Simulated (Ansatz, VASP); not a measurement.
## One calculation of LiF, two programs

```xyz
2
Lattice="0.0000 2.1604 2.1604 2.1604 0.0000 2.1604 2.1604 2.1604 0.0000" Properties=species:S:1:pos:R:3 pbc="T T T"
Li    3.2405    3.2405    3.2405
F     0.0000    0.0000    0.0000
```

Alike in both runs: task single point; functional PBE; k mesh 10 × 10 × 10; occupations gaussian, width 0.02 eV; no spin polarisation.

|  | VASP | Ansatz |
| --- | --- | --- |
| version | VASP 6.6.1 | Ansatz 0.2.0 |
| potentials or method | VASP PAW PBE potentials, release 64 (Li_sv, F), cutoff 520 eV | scalar-relativistic, plane waves, PAW |
| valence electrons in the cell | 10 | 10 |

Ansatz gave:

```
gap on the k mesh at the Fermi level (eV) : 7.81
least direct gap on the mesh (eV)         : 7.81
```

Question: Which values does VASP return?

Answer: gap on the k mesh at the Fermi level (eV): 7.80; least direct gap on the mesh (eV): 7.80.

Noted on VASP's run: the cutoff is short for stress, so the pressure is rough.
